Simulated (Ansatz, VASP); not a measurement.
LiCl: VASP beside Ansatz

```
Li Cl
1.0
     3.27112    0.00000    0.00000
     0.00000    3.27112    0.00000
     0.00000    0.00000    3.27112
Li Cl
1 1
Direct
  0.00000 0.00000 0.00000
  0.50000 0.50000 0.50000
```

Alike in both runs: task single point; functional PBEsol; k mesh 6 × 6 × 6; occupations methfessel-paxton of order 1, width 0.2 eV; no spin polarisation.

|  | VASP | Ansatz |
| --- | --- | --- |
| version | VASP 6.6.1 | Ansatz 0.2.0 |
| potentials or method | VASP PAW PBE potentials, release 64 (Li_sv, Cl) | plane waves |
| plane-wave cutoff (eV) | 750 | 420 |
| valence electrons in the cell | 10 | 10 |

Ansatz gave:

* gap on the k mesh at the Fermi level (eV): 4.26
* pressure (GPa): -1.2

Question: Which values does VASP return?

Answer: gap on the k mesh at the Fermi level (eV): 4.27; pressure (GPa): -1.3.

VASP's potentials were made for PBE, not for PBEsol. With one functional, cell and mesh, what is left measures potentials, basis and numerics.
